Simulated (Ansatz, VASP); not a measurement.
MgI2 in VASP and in Ansatz

```
Mg I
1.0
     2.07868    1.20013    6.89235
    -2.07868    1.20013    6.89235
     0.00000   -2.40025    6.89235
Mg I
1 2
Direct
  0.00000 0.00000 0.00000
  0.25269 0.25269 0.25269
  0.74731 0.74731 0.74731
```

Alike in both runs: task single point; functional HSE06; k mesh 4 × 4 × 4; no spin polarisation.

|  | VASP | Ansatz |
| --- | --- | --- |
| version | VASP 6.6.1 | Ansatz 0.2.0 |
| potentials or method | VASP PAW PBE potentials, release 64 (Mg, I) | plane waves, PAW |
| plane-wave cutoff (eV) | 520 | 420 |
| occupations | gaussian, width 0.01 eV | fixed |
| valence electrons in the cell | 16 | 44 |

```tsv
	VASP	Ansatz	Ansatz less VASP
gap on the k mesh at the Fermi level (eV)	4.17	4.20	+0.024
pressure (GPa)	0.4	0.5	+0.13
rms of the force components (eV/Å)	0.063	0.054	-0.0091
```

Atom by atom the forces differ by 0.009 eV/Å (rms over components). VASP's potentials hold 16 valence electrons a cell and Ansatz's 44, so a difference there can come from the potentials and not from the codes. Ansatz's warnings: stress exchange threshold loose, stress scf threshold loose.

The k mesh is coarse, so the values compare programs but aren't converged. Neither program's run includes spin-orbit coupling.
